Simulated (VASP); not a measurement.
Wanted: the native input for a VASP 6.6.1 run.

```
Task                   : single point
Functional             : PBE
Potentials or basis    : VASP PAW PBE potentials, release 64 (Te, Pt, Se)
Cutoff                 : 520 eV
k mesh                 : 4 × 4 × 4
Occupations            : gaussian, width 0.1 eV
Spin                   : no spin polarisation
Dipole correction      : no
Further INCAR settings : ALGO = Normal; EDIFF = 1e-06; NBANDS = 25
```

The structure of TePtSe3 lies in POSCAR:

```
TePtSe3
1.0
    5.2531949000      0.0000000000      0.0000000000
    0.0000000000      5.2531949000      0.0000000000
    0.0000000000      0.0000000000      5.2531949000
Te Pt Se
1 1 3
Direct
    0.5000000000      0.5000000000      0.5000000000
    0.0000000000      0.0000000000      0.0000000000
    0.5000000000      0.0000000000      0.0000000000
    0.0000000000      0.5000000000      0.0000000000
    0.0000000000      0.0000000000      0.5000000000
```

The cell was generated, and may not be a known phase.

The input as run:

INCAR

```
SYSTEM = TePtSe3
ALGO = Normal ; EDIFF = 1E-6
ENCUT = 520 ; GGA = PE
ISIF = 2 ; ISMEAR = 0
LASPH = .True. ; LCHARG = .False.
LREAL = .False. ; LWAVE = .False.
NBANDS = 25 ; NELM = 100
PREC = Accurate ; SIGMA = 0.1
```

KPOINTS

```
k-points
0
Gamma
  4 4 4
  0 0 0
```

Potentials or basis: VASP PAW PBE potentials, release 64 (Te, Pt, Se).

Launch:

```sh
$ cat potpaw_PBE.64/Te/POTCAR potpaw_PBE.64/Pt/POTCAR potpaw_PBE.64/Se/POTCAR > POTCAR
$ mpirun -np 1 vasp_std > vasp.out
```

It gave:

- Pressure: -8.5 GPa
- Band gap on the k mesh: zero (bands 17 and 18 overlap by 2.12 eV)

Caveat: the cell stands under tension; spin-orbit coupling is left out, which moves the levels of the heavy elements.

Run time: 48 s on 1 thread of Intel(R) Xeon(R) Platinum 8259CL CPU @ 2.50GHz (Skylake/Cascade Lake), with other jobs on the host, peak memory 0.25 GiB.
